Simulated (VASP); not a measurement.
# Cu in VASP: single point with PBE+D3(BJ)

Aim: the single point of Cu with PBE+D3(BJ).

Program: VASP 6.6.1. These are calculated values, not measurements. Logs are shortened: lines on timing, memory, paths and dates and some standing lists are left out, and cuts for length are marked.

**1. The cell of the first run**

The cell holds a slab with vacuum, 12 atoms: a = 5.105 Å, b = 5.105 Å, c = 17.168 Å, α = 90.00°, β = 90.00°, γ = 60.00°.

**2. Single point, PBE+D3(BJ)**

Contents of INCAR:

```
SYSTEM = Cu
ALGO     = Normal         ! electronic algorithm
EDIFF    = 1E-7           ! SCF threshold, eV
ENCUT    = 520            ! plane-wave cutoff, eV
GGA      = PE             ! functional
ISIF     = 2              ! what is computed and relaxed
ISMEAR   = -1             ! smearing method
IVDW     = 12             ! dispersion correction
LASPH    = .TRUE.         ! aspherical terms in the spheres
LCHARG   = .FALSE.        ! write CHGCAR
LREAL    = .FALSE.        ! projectors in reciprocal space
LWAVE    = .FALSE.        ! write WAVECAR
NBANDS   = 78             ! bands
NELM     = 100            ! most SCF steps
PREC     = Accurate       ! precision mode
SIGMA    = 0.1            ! smearing width, eV
```

Contents of KPOINTS:

```
k-points
0
G
  2 2 1
  0 0 0
```

Contents of POSCAR:

```
Cu
1.0
    5.1053110000      0.0000000000      0.0000000000
    2.5526550000      4.4213290000      0.0000000000
    0.0000000000      0.0000000000     17.1684690000
Cu
12
Direct
    0.1666599093      0.1666693431      0.0582463119
    0.6666686257      0.1666693431      0.0582463119
    0.1666700955      0.6666773723      0.0582463119
    0.6666592245      0.6666773723      0.0582463119
   -0.1319998362      0.3219393988      0.1896616408
    0.3637216518      0.2990955887      0.1722401689
   -0.1005707661      0.8671148426      0.1891781964
    0.3542247941      0.7939467974      0.2020622806
    0.0884921926     -0.0057901142      0.3248396814
    0.5618476134      0.0412093287      0.3101441369
    0.0077084156      0.4786569830      0.2994617633
    0.5099563032      0.5494727943      0.3392148712
```

Potentials or basis: VASP PAW PBE potentials, release 64 (Cu).

Run with:

```sh
$ cat potpaw_PBE.64/Cu/POTCAR > POTCAR
$ mpirun -np 1 vasp_std > vasp.out
```

OUTCAR:

```text
SYSTEM = Cu
   EDIFF = 1E-7
   ENCUT = 520
   GGA = PE
   ISIF = 2
   ISMEAR = -1
   IVDW = 12
   LASPH = .TRUE.
   LREAL = .FALSE.
   NELM = 100
   PREC = Accurate
 IVDW          = 12

 ion  position               nearest neighbor table
   1  0.167  0.167  0.058-   6 2.45   3 2.55   2 2.55   4 2.55   4 2.55   2 2.55   3 2.55   5 2.61

   2  0.667  0.167  0.058-   6 2.37   1 2.55   4 2.55   3 2.55   4 2.55   3 2.55   1 2.55   7 2.64
                             5 2.76
   3  0.167  0.667  0.058-   6 2.54   1 2.55   4 2.55   2 2.55   2 2.55   4 2.55   1 2.55   7 2.56

   4  0.667  0.667  0.058-   3 2.55   1 2.55   2 2.55   2 2.55   1 2.55   3 2.55   5 2.73
   5  0.868  0.322  0.190-   7 2.25  11 2.30   6 2.49   8 2.53   8 2.60   1 2.61   6 2.65   4 2.73
                             9 2.75   2 2.76
   6  0.364  0.299  0.172-   2 2.37   1 2.45   5 2.49   7 2.53   3 2.54   8 2.55  10 2.65   5 2.65
                             8 2.65   7 2.69  11 2.69
   7  0.899  0.867  0.189-   8 2.17   5 2.25   6 2.53  10 2.56   3 2.56  11 2.59   2 2.64   6 2.69
                             9 2.72
   8  0.354  0.794  0.202-   7 2.17   9 2.44   5 2.53   6 2.55  12 2.60   5 2.60   6 2.65  10 2.74

   9  0.088  0.994  0.325-  12 2.23  11 2.34   8 2.44  10 2.56  10 2.59   7 2.72   5 2.75
  10  0.562  0.041  0.310-  12 2.52   9 2.56   7 2.56   9 2.59  11 2.59  11 2.63   6 2.65  12 2.70
                             8 2.74
  11  0.008  0.479  0.299-   5 2.30   9 2.34  12 2.48  10 2.59   7 2.59  10 2.63   6 2.69
  12  0.510  0.549  0.339-   9 2.23  11 2.48  10 2.52   8 2.60  10 2.70

  LATTYP: Found a hexagonal cell.
 ALAT       =     5.1053107325
 C/A-ratio  =     3.3628646520

  Lattice vectors:

 A1 = (  -2.5526550000,  -4.4213290000,   0.0000000000)
 A2 = (   5.1053110000,   0.0000000000,   0.0000000000)
 A3 = (   0.0000000000,   0.0000000000,  17.1684690000)

Analysis of symmetry for initial positions (statically):
=====================================================================
 Subroutine PRICEL returns:
 Original cell was already a primitive cell.

 Routine SETGRP: Setting up the symmetry group for a
 hexagonal supercell.

 Subroutine GETGRP returns: Found  1 space group operations
 (whereof  1 operations were pure point group operations)
 out of a pool of 24 trial point group operations.

The static configuration has the point symmetry C_1 .

Analysis of symmetry for dynamics (positions and initial velocities):
=====================================================================
 Subroutine PRICEL returns:
 Original cell was already a primitive cell.

 Routine SETGRP: Setting up the symmetry group for a
 hexagonal supercell.

 Subroutine GETGRP returns: Found  1 space group operations
 (whereof  1 operations were pure point group operations)
 out of a pool of 24 trial point group operations.

The dynamic configuration has the point symmetry C_1 .

 Subroutine INISYM returns: Found  1 space group operations
 (whereof  1 operations are pure point group operations),
 and found     1 'primitive' translations

----------------------------------------------------------------------------------------

                                     Primitive cell

  volume of cell :     387.5311

  direct lattice vectors                    reciprocal lattice vectors
     5.105311000  0.000000000  0.000000000     0.195874453 -0.113088147  0.000000000
     2.552655000  4.421329000  0.000000000     0.000000000  0.226176337  0.000000000
     0.000000000  0.000000000 17.168469000     0.000000000  0.000000000  0.058246312

  length of vectors
     5.105311000  5.105310732 17.168469000     0.226176326  0.226176337  0.058246312

  position of ions in fractional coordinates (direct lattice)
     0.166659909  0.166669343  0.058246312
     0.666668626  0.166669343  0.058246312
     0.166670096  0.666677372  0.058246312
     0.666659225  0.666677372  0.058246312
     0.868000164  0.321939399  0.189661641
     0.363721652  0.299095589  0.172240169
     0.899429234  0.867114843  0.189178196
     0.354224794  0.793946797  0.202062281
     0.088492193  0.994209886  0.324839681
     0.561847613  0.041209329  0.310144137
     0.007708416  0.478656983  0.299461763
     0.509956303  0.549472794  0.339214871

  ion indices of the primitive-cell ions
   primitive index   ion index
                 1           1
                 2           2
                 3           3
                 4           4
                 5           5
                 6           6
                 7           7
                 8           8
                 9           9
                10          10
                11          11
                12          12

----------------------------------------------------------------------------------------

 KPOINTS: k-points

Automatic generation of k-mesh.
 Grid dimensions read from file:
 generate k-points for:    2    2    1

 Generating k-lattice:

  Cartesian coordinates                     Fractional coordinates (reciprocal lattice)
     0.097937227 -0.056544073  0.000000000     0.500000000  0.000000000  0.000000000
     0.000000000  0.113088169  0.000000000     0.000000000  0.500000000  0.000000000
     0.000000000  0.000000000  0.058246312     0.000000000  0.000000000  1.000000000

  Length of vectors
     0.113088163  0.113088169  0.058246312

  Shift w.r.t. Gamma in fractional coordinates (k-lattice)
     0.000000000  0.000000000  0.000000000

 Subroutine IBZKPT returns following result:
 ===========================================

 Found      4 irreducible k-points:

 Following reciprocal coordinates:
            Coordinates               Weight
  0.000000  0.000000  0.000000      1.000000
  0.500000  0.000000  0.000000      1.000000
  0.500000  0.500000  0.000000      1.000000
  0.000000  0.500000  0.000000      1.000000
   k-points           NKPTS =      4   k-points in BZ     NKDIM =      4   number of bands    NBANDS=     78
   number of dos      NEDOS =    301   number of ions     NIONS =     12
   total plane-waves  NPLWV = 204800
   dimension x,y,z NGX =    40 NGY =   40 NGZ =  128
   dimension x,y,z NGXF=    80 NGYF=   80 NGZF=  256
   ions per type =              12
   NGX,Y,Z   is equivalent  to a cutoff of  13.03, 13.03, 12.39 a.u.
   NGXF,Y,Z  is equivalent  to a cutoff of  26.05, 26.05, 24.79 a.u.
 SYSTEM =  Cu
   PREC   = accura    normal or accurate (medium, high low for compatibility)
   ISTART =      0    job   : 0-new  1-cont  2-samecut
   ICHARG =      2    charge: 1-file 2-atom 10-const
   ISPIN  =      1    spin polarized calculation?
   LNONCOLLINEAR =      F non collinear calculations
   LSORBIT =      F    spin-orbit coupling
   LASPH  =      T    aspherical Exc in radial PAW
   ENCUT  =  520.0 eV  38.22 Ry    6.18 a.u.   9.49  9.49 31.92*2*pi/ulx,y,z
   NELM   =    100;   NELMIN=  2; NELMDL= -5     # of ELM steps
   EDIFF  = 0.1E-06   stopping-criterion for ELM
   LREAL  =      F    real-space projection
   EDIFFG = 0.1E-05   stopping-criterion for IOM
   NSW    =      0    number of steps for IOM
   IBRION =     -1    ionic relax: 0-MD 1-quasi-New 2-CG
   NFREE  =      0    steps in history (QN), initial steepest desc. (CG)
   ISIF   =      2    stress and relaxation
   ISYM   =      2    0-nonsym 1-usesym 2-fastsym
   POTIM  = 0.5000    time-step for ionic-motion
   TEBEG  =    0.0;   TEEND  =   0.0 temperature during run
   PSTRESS=    0.0 pullay stress
   NELECT =     132.0000    total number of electrons
   NUPDOWN=      -1.0000    fix difference up-down
   EMIN   =  10.00;   EMAX   =-10.00  energy-range for DOS
   EFERMI =   0.00;   METHOD = LEGACY
   ISMEAR =    -1;   SIGMA  =   0.10  broadening in eV -4-tet -1-fermi 0-gaus
   EFERMI_NEDOS =   21; number of points for ismear=-14 and -15
   IALGO  =     38    algorithm
   IMIX   =      4    mixing-type and parameters
     AMIX     =   0.40;   BMIX     =  1.00
     AMIX_MAG =   1.60;   BMIX_MAG =  1.00
  volume/ion in A,a.u.               =      32.29       217.93
  Fermi-wavevector in a.u.,A,eV,Ry     =   1.143310  2.160542 17.784956  1.307157
  Thomas-Fermi vector in A             =   2.280005
   LORBIT       =      0    0 simple, 1 ext, 2 COOP (PROOUT), +10 PAW based schemes
   GGA     = PE    functional components
   LHFCALC =     F    Hartree Fock is set to
   AEXX    =    0.0000 exact exchange contribution
   IVDW    =    12    specifies the selected vdW correction
   LEPSILON=     F    determine dielectric tensor
   LRPA    =     F    only Hartree local field effects (RPA)
 non-spin polarized calculation
  energy-cutoff  :      520.00
  volume of cell :      387.53
 maximum number of plane-waves:     10467
 NGX is ok and might be reduce to    40
   NGX = 19   NGY = 19   NGZ = 63

 number of electron     131.9999998 magnetization

 Free energy of the ion-electron system (eV)
  ---------------------------------------------------
  ext. energy  EPLUGINS =         0.00000000
  ---------------------------------------------------
  free energy    TOTEN  =       -38.06622561 eV

  energy without entropy =      -37.69471500  energy(sigma->0) =      -37.88047031

 E-fermi :  -0.2883     XC(G=0):  -5.8501

 val. band max:       -0.3058735259   @ k =   0.5000   0.0000   0.0000
 cond. band min:      -0.2513641387   @ k =   0.0000   0.5000   0.0000
 fundamental gap:      0.0545093872
 Fermi energy:        -0.2882656714

 k-point     1 :       0.0000    0.0000    0.0000
  band No.  band energies     occupation
      1      -8.6725      2.00000
      2      -6.9914      2.00000
      3      -5.5052      2.00000
      4      -4.9812      2.00000
      5      -4.8660      2.00000
      6      -4.8105      2.00000
[... 70 lines left out ...]
     77       4.0924      0.00000
     78       4.7468      0.00000

 k-point     2 :       0.5000    0.0000    0.0000
  band No.  band energies     occupation
      1      -6.9633      2.00000
      2      -6.6654      2.00000
      3      -5.5032      2.00000
      4      -5.3146      2.00000
      5      -4.7518      2.00000
      6      -4.5870      2.00000
[... 70 lines left out ...]
     77       5.9557      0.00000
     78       6.0507      0.00000

 k-point     3 :       0.5000    0.5000    0.0000
  band No.  band energies     occupation
      1      -6.9322      2.00000
      2      -6.7437      2.00000
      3      -5.4682      2.00000
      4      -5.3508      2.00000
      5      -4.7394      2.00000
      6      -4.6490      2.00000
[... 70 lines left out ...]
     77       6.0977      0.00000
     78       6.2483      0.00000

 k-point     4 :       0.0000    0.5000    0.0000
  band No.  band energies     occupation
      1      -6.9542      2.00000
      2      -6.7034      2.00000
      3      -5.4849      2.00000
      4      -5.3002      2.00000
      5      -4.6900      2.00000
      6      -4.5456      2.00000
[... 70 lines left out ...]
     77       6.0164      0.00000
     78       6.3266      0.00000

------------------------ aborting loop because EDIFF is reached ----------------------------------------

 Edisp (eV)   -4.42699

 E8    (eV) :    -1.9820

  FORCE on cell =-STRESS in cart. coord.  units (eV):
  Direction    XX          YY          ZZ          XY          YZ          ZX
  --------------------------------------------------------------------------------------
  -------------------------------------------------------------------------------------
  Total      -6.56032    -7.61723    -1.36507    -1.05454     0.50925     0.42923
  in kB     -27.12247   -31.49204    -5.64363    -4.35980     2.10542     1.77459
  external pressure =      -21.42 kB  Pullay stress =        0.00 kB

 VOLUME and BASIS-vectors are now :
 -----------------------------------------------------------------------------
  energy-cutoff  :      520.00
  volume of cell :      387.53
      direct lattice vectors                 reciprocal lattice vectors
     5.105311000  0.000000000  0.000000000     0.195874453 -0.113088147  0.000000000
     2.552655000  4.421329000  0.000000000     0.000000000  0.226176337  0.000000000
     0.000000000  0.000000000 17.168469000     0.000000000  0.000000000  0.058246312

 POSITION                                       TOTAL-FORCE (eV/Angst)
 -----------------------------------------------------------------------------------
      1.27630      0.73690      1.00000        -0.139548     -0.160267     -0.067694
      3.82900      0.73690      1.00000         0.328319     -0.160651     -0.186099
      2.55270      2.94760      1.00000         0.084233      0.068933      0.148136
      5.10530      2.94760      1.00000        -0.025428      0.039183      0.404708
      5.25321      1.42340      3.25620        -0.026196      1.018198     -0.709220
      2.62040      1.32240      2.95710        -0.152827      0.170554      0.954734
      6.80531      3.83380      3.24790        -2.642587     -1.102135     -0.283391
      3.83510      3.51030      3.46910         2.231652     -0.249495     -0.242952
      2.98966      4.39573      5.57700        -1.256956      0.752609     -0.055745
      2.97360      0.18220      5.32470        -0.138227     -0.137241     -0.205123
      1.26120      2.11630      5.14130         1.188647      1.057290      0.371059
      4.00610      2.42940      5.82380         0.548916     -1.296979     -0.128413
 -----------------------------------------------------------------------------------
    total drift:                                0.000756      0.000956     -0.001168

  FREE ENERGIE OF THE ION-ELECTRON SYSTEM (eV)
  ---------------------------------------------------
  free  energy   TOTEN  =       -42.4932115343 eV

  energy  without entropy=      -42.1217009156  energy(sigma->0) =      -42.30745622
```

Run time: 3.7 min. Hardware: 1 thread of Intel Xeon Platinum 8488C (Sapphire Rapids), shared host; peak memory 0.49 GiB.

What came out:

| Quantity | Value |
| --- | --- |
| Free energy | -42.4932 eV |
| Largest force | 2.877 eV/Å |
| Band gap on the k mesh | zero (band 66 reaches -0.03 eV, above the bottom of band 67 at -0.36 eV) |
| Dispersion energy per atom | -0.369 eV |

Forces on the atoms (eV/Å):
```
Cu  -0.140 -0.160 -0.068
Cu   0.328 -0.161 -0.186
Cu   0.084  0.069  0.148
Cu  -0.025  0.039  0.405
Cu  -0.026  1.018 -0.709
Cu  -0.153  0.171  0.955
Cu  -2.643 -1.102 -0.283
Cu   2.232 -0.249 -0.243
Cu  -1.257  0.753 -0.056
Cu  -0.138 -0.137 -0.205
Cu   1.189  1.057  0.371
Cu   0.549 -1.297 -0.128
```

Levels at points of the mesh, in eV from the Fermi level:
| k point | band 64 | band 65 | band 66 | band 67 | band 68 | band 69 | band 70 | band 71 |
| --- | --- | --- | --- | --- | --- | --- | --- | --- |
| (0.00, 0.00, 0.00) | -0.23 | 0.13 | 0.25 | 0.33 | 1.00 | 1.12 | 1.21 | 1.48 |
| (0.50, 0.00, 0.00) | -1.60 | -0.35 | -0.09 | -0.02 | 0.17 | 0.97 | 1.08 | 2.54 |
| (0.50, 0.50, 0.00) | -1.56 | -0.22 | -0.15 | -0.02 | 0.05 | 0.92 | 0.98 | 2.29 |
| (0.00, 0.50, 0.00) | -1.60 | -0.21 | -0.11 | -0.07 | 0.04 | 0.79 | 1.26 | 2.46 |

Caveat: the k points lie up to 0.71 Å⁻¹ apart.
